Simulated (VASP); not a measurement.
Write the native input for VASP 6.6.1 that does the following.

| Item | Value |
| --- | --- |
| Task | single point |
| Functional | PBE |
| Potentials or basis | VASP PAW PBE potentials, release 64 (Zn, Se, S) |
| Cutoff | 500 eV |
| k mesh | 12 × 12 × 2 |
| Occupations | gaussian, width 0.01 eV |
| Spin | no spin polarisation |
| Dipole correction | no |
| Further INCAR settings | ALGO = Normal; EDIFF = 1e-06; NBANDS = 46 |

The structure of Zn4SeS3 lies in POSCAR:

```
Zn4SeS3
1.0
    3.8952491678     -0.0000000289      0.0000000000
   -1.9476245589      3.3733847478      0.0000000000
    0.0000000000      0.0000000000     12.7874047606
Zn Se S
4 1 3
Direct
    0.6666666667      0.3333333333      0.0000298832
    0.6666666667      0.3333333333      0.5113005596
    0.0000000000      0.0000000000      0.2443342763
    0.0000000000      0.0000000000      0.7552147975
    0.0000000000      0.0000000000      0.4385420649
    0.6666666667      0.3333333333      0.1850029356
    0.6666666667      0.3333333333      0.6954157027
    0.0000000000      0.0000000000      0.9401597801
```

One way to write it, as run:

INCAR

```
SYSTEM = Zn4SeS3
  ALGO = Normal
  EDIFF = 1E-6
  ENCUT = 500
  GGA = PE
  GGA_COMPAT = .False.
  ISIF = 2
  ISMEAR = 0
  LASPH = .True.
  LCHARG = .False.
  LREAL = .False.
  LWAVE = .False.
  NBANDS = 46
  NELM = 120
  PREC = Accurate
  SIGMA = 0.01
```

KPOINTS

```
k-points
0
Gamma
  12 12 2
  0 0 0
```

Potentials or basis: VASP PAW PBE potentials, release 64 (Zn, Se, S).

Launch:

```bash
$ cat potpaw_PBE.64/Zn/POTCAR potpaw_PBE.64/Se/POTCAR potpaw_PBE.64/S/POTCAR > POTCAR
$ mpirun -np 1 vasp_std > vasp.out
```

It gave:

```json
{
  "Pressure": "0.2 GPa",
  "Largest force": "0.006 eV/Å",
  "Band gap on the k mesh": "1.51 eV"
}
```

It took 5.9 min on 1 thread of Oxide Virtual Turin-like Processor, with other jobs on the host, peak memory 0.36 GiB.
